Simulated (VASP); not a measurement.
# Fe3Ge (Pm-3m) in VASP: further runs, part 2 of 2

VASP 6.6.1. Earlier steps stand in the parts before.

## 4. Single point, PBEsol, collinear spin, ferromagnetic start (volume scaled by 1.05)

File INCAR:

```
SYSTEM = Fe3Ge
PREC = Accurate
ENCUT = 520
EDIFF = 1E-6
ISMEAR = -1
SIGMA = 0.03
LREAL = .False.
LASPH = .True.
NELM = 150
ALGO = Normal
ISIF = 2
LWAVE = .False.
LCHARG = .False.
ISPIN = 2
MAGMOM = 3 3 3 0
LORBIT = 11
LMAXMIX = 4
GGA = PS
NBANDS = 31
```

File KPOINTS:

```
Automatic mesh
0
Gamma
  9 9 9
  0 0 0
```

File POSCAR:

```
Fe3Ge
1.0
    3.7205193926      0.0000000000      0.0000000000
    0.0000000000      3.7205193926      0.0000000000
    0.0000000000      0.0000000000      3.7205193926
Fe Ge
3 1
Direct
    0.0000000000      0.5000000000      0.5000000000
    0.5000000000      0.5000000000      0.0000000000
    0.5000000000      0.0000000000      0.5000000000
    0.0000000000      0.0000000000      0.0000000000
```

Potentials or basis: VASP PAW PBE potentials, release 64 (Fe, Ge_d).

Run with:

```bash
cat potpaw_PBE.64/Fe/POTCAR potpaw_PBE.64/Ge_d/POTCAR > POTCAR
mpirun -np 1 vasp_std > vasp.out
```

OUTCAR:

```text
SYSTEM = Fe3Ge
   PREC = Accurate
   ENCUT = 520
   EDIFF = 1E-6
   ISMEAR = -1
   LREAL = .False.
   LASPH = .True.
   NELM = 150
   ISIF = 2
   ISPIN = 2
   LORBIT = 11
   GGA = PS

 ion  position               nearest neighbor table
   1  0.000  0.500  0.500-   2 2.63   3 2.63   4 2.63   2 2.63   4 2.63   3 2.63   4 2.63   4 2.63
                             2 2.63   3 2.63   2 2.63   3 2.63
   2  0.500  0.500  0.000-   1 2.63   3 2.63   4 2.63   1 2.63   3 2.63   3 2.63   4 2.63   3 2.63
                             1 2.63   4 2.63   1 2.63   4 2.63
   3  0.500  0.000  0.500-   1 2.63   2 2.63   4 2.63   2 2.63   4 2.63   1 2.63   2 2.63   2 2.63
                             1 2.63   4 2.63   4 2.63   1 2.63
   4  0.000  0.000  0.000-   1 2.63   2 2.63   3 2.63   1 2.63   3 2.63   1 2.63   2 2.63   1 2.63
                             2 2.63   3 2.63   3 2.63   2 2.63

  LATTYP: Found a simple cubic cell.
[... 1867 lines left out ...]
 -----------------------------------------------------------------------------------
      0.00000      1.86026      1.86026         0.000000      0.000000      0.000000
      1.86026      1.86026      0.00000         0.000000      0.000000      0.000000
      1.86026      0.00000      1.86026         0.000000      0.000000      0.000000
      0.00000      0.00000      0.00000         0.000000      0.000000      0.000000
 -----------------------------------------------------------------------------------
    total drift:                               -0.000000      0.000000      0.000000

  FREE ENERGIE OF THE ION-ELECTRON SYSTEM (eV)
  ---------------------------------------------------
  free  energy   TOTEN  =       -31.9106932939 eV

  energy  without entropy=      -31.8989573035  energy(sigma->0) =      -31.90482530

 total charge

# of ion       s       p       d       tot
------------------------------------------
    1        0.413   0.464   6.236   7.113
    2        0.413   0.464   6.236   7.113
    3        0.413   0.464   6.236   7.113
    4        1.083   1.238  10.084  12.405
--------------------------------------------------
tot          2.323   2.629  28.791  33.743

 magnetization (x)

# of ion       s       p       d       tot
------------------------------------------
    1       -0.000  -0.010   2.356   2.346
    2       -0.000  -0.010   2.356   2.346
    3       -0.000  -0.010   2.356   2.346
    4        0.002  -0.140   0.005  -0.133
--------------------------------------------------
tot          0.001  -0.170   7.074   6.905
```

OSZICAR:

```text
N       E                     dE             d eps       ncg     rms          rms(c)
DAV:   1     0.300443016559E+03    0.30044E+03   -0.16278E+04  4818   0.257E+03
DAV:   2     0.536150375284E+01   -0.29508E+03   -0.27621E+03  4340   0.515E+02
DAV:   3    -0.339977192079E+02   -0.39359E+02   -0.37417E+02  4683   0.148E+02
DAV:   4    -0.354940562978E+02   -0.14963E+01   -0.14933E+01  5089   0.342E+01
DAV:   5    -0.355150128312E+02   -0.20957E-01   -0.20955E-01  4739   0.370E+00    0.194E+01
DAV:   6    -0.337661164120E+02    0.17489E+01   -0.27633E+01  5087   0.703E+01    0.149E+01
DAV:   7    -0.319621458758E+02    0.18040E+01   -0.63744E+00  4910   0.360E+01    0.583E+00
DAV:   8    -0.319423967124E+02    0.19749E-01   -0.23230E-01  4785   0.334E+00    0.254E+00
DAV:   9    -0.319135052088E+02    0.28892E-01   -0.46507E-02  5853   0.227E+00    0.973E-01
DAV:  10    -0.319112064671E+02    0.22987E-02   -0.34141E-03  4977   0.641E-01    0.395E-01
DAV:  11    -0.319106479650E+02    0.55850E-03   -0.11137E-03  5106   0.393E-01    0.124E-01
DAV:  12    -0.319106846184E+02   -0.36653E-04   -0.11412E-04  5111   0.867E-02    0.491E-02
DAV:  13    -0.319106909198E+02   -0.63013E-05   -0.13747E-05  5079   0.462E-02    0.208E-02
DAV:  14    -0.319106933061E+02   -0.23864E-05   -0.31897E-06  4826   0.221E-02    0.115E-02
DAV:  15    -0.319106932939E+02    0.12255E-07   -0.65445E-07  2761   0.107E-02
   1 F= -.31910693E+02 E0= -.31904825E+02  d E =-.117360E-01  mag=     6.9076
```

stdout:

```text
POSCAR found type information on POSCAR FeGe
 POSCAR found :  2 types and       4 ions
 scaLAPACK will be used
 -----------------------------------------------------------------------------
|                                                                             |
|                                                                             |
|     You enforced a specific xc type in the INCAR file but a different       |
|     I HOPE YOU KNOW WHAT YOU ARE DOING!                                     |
|                                                                             |
 -----------------------------------------------------------------------------

 LDA part: xc-table for (Slater+PW92), standard interpolation
 POSCAR, INCAR and KPOINTS ok, starting setup
 FFT: planning ... GRIDC
 FFT: planning ... GRID_SOFT
 FFT: planning ... GRID
 WAVECAR not read
 entering main loop
```

It took 45 s on 1 thread of Intel Xeon 6975P-C (Granite Rapids), shared host; peak memory 0.22 GiB.

What came out:

| Quantity | Value |
| --- | --- |
| Free energy | -31.9107 eV |
| Pressure | -16.2 GPa |
| Net moment | 6.91 μB per cell |
| Site moments | Fe +2.35; Ge -0.13 μB |
| Valence electrons inside the program's atomic spheres | Fe 7.11; Ge 12.40 |

Caveat: the PAW data sets were made with another functional, which shifts forces and pressure a little.

## 5. The runs side by side

| cell | gap on the mesh (eV) | pressure (GPa) | moment (μB) |
| --- | --- | --- | --- |
| a = 3.534 Å, 4 atoms | none | 9.8 | 6.13 |
| a = 3.598 Å, 4 atoms | none | -2.6 | 6.23 |
| a = 3.721 Å, 4 atoms | none | -16.2 | 6.91 |

Alike in all rows: task single point; level PBEsol; potentials or basis VASP PAW PBE potentials, release 64 (Fe, Ge_d); spin collinear, ferromagnetic start; k mesh 9 × 9 × 9; cutoff (eV) 520; smearing fermi-dirac 0.03 eV.

Caveats: the PAW data sets were made with another functional, which shifts forces and pressure a little.

Absolute energies hang on the potentials; compare differences alone.
